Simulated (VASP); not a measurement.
Input of a VASP 6.6.1 run:

File POSCAR:

```
CoO
1.0
    1.5154398320      0.8749395950      2.4560858334
   -1.5154398320      0.8749395950      2.4560858334
    0.0000000000     -1.7498791900      2.4560858334
Co O
1 1
Direct
    0.0000000000      0.0000000000      0.0000000000
    0.5000000000      0.5000000000      0.5000000000
```

Contents of INCAR.step1:

```
PREC     = Accurate       # precision mode
ENCUT    = 520            # plane-wave cutoff, eV
ISMEAR   = -1             # smearing method
SIGMA    = 0.05           # smearing width, eV
LREAL    = False          # projectors in reciprocal space
LASPH    = True           # aspherical terms in the spheres
NELM     = 150            # most SCF steps
ISPIN    = 2              # spin polarisation
MAGMOM   = 2 0            # initial moments
LMAXMIX  = 4              # l up to which the mixer works
NBANDS   = 18             # bands
GGA      = PE             # functional
ALGO     = Normal         # electronic algorithm
EDIFF    = 1E-4           # SCF threshold, eV
LWAVE    = True           # write WAVECAR
LCHARG   = False          # write CHGCAR
```

The input INCAR.step2:

```
PREC     = Accurate       # precision mode
ENCUT    = 520            # plane-wave cutoff, eV
EDIFF    = 1E-6           # SCF threshold, eV
ISMEAR   = -1             # smearing method
SIGMA    = 0.05           # smearing width, eV
LREAL    = False          # projectors in reciprocal space
LASPH    = True           # aspherical terms in the spheres
NELM     = 150            # most SCF steps
ALGO     = Normal         # electronic algorithm
ISIF     = 2              # what is computed and relaxed
LWAVE    = False          # write WAVECAR
LCHARG   = False          # write CHGCAR
ISPIN    = 2              # spin polarisation
MAGMOM   = 2 0            # initial moments
LORBIT   = 11             # projections on sites
LMAXMIX  = 4              # l up to which the mixer works
METAGGA  = R2SCAN         # meta-GGA
LMIXTAU  = True         
NBANDS   = 18             # bands
ISTART   = 1
```

The input KPOINTS:

```
Automatic mesh
0
Gamma
  11 11 11
```

Potentials or basis: VASP PAW PBE potentials, release 64 (Co, O).

Command:

```bash
$ cat potpaw_PBE.64/Co/POTCAR potpaw_PBE.64/O/POTCAR > POTCAR
$ cp INCAR.step1 INCAR
$ mpirun -np 1 vasp_std > vasp.out
$ cp INCAR.step2 INCAR
$ mpirun -np 1 vasp_std > vasp.out
```

Problem. Predict the net moment.

Solution. 3.00 μB per cell.

Problem. Estimate the site moments.

Solution. Co +2.69; O +0.29 μB.

Problem. Predict the pressure.

Solution. -7.6 GPa.

Stress tensor (GPa, compression positive):
```
-7.09  0.00  0.00
 0.00 -7.09  0.00
 0.00  0.00 -8.55
```

Caveat: the cell stands under tension; the PAW data sets were made with another functional, which shifts forces and pressure a little; a cell with one magnetic atom can't hold antiferromagnetic order, which such compounds often take.
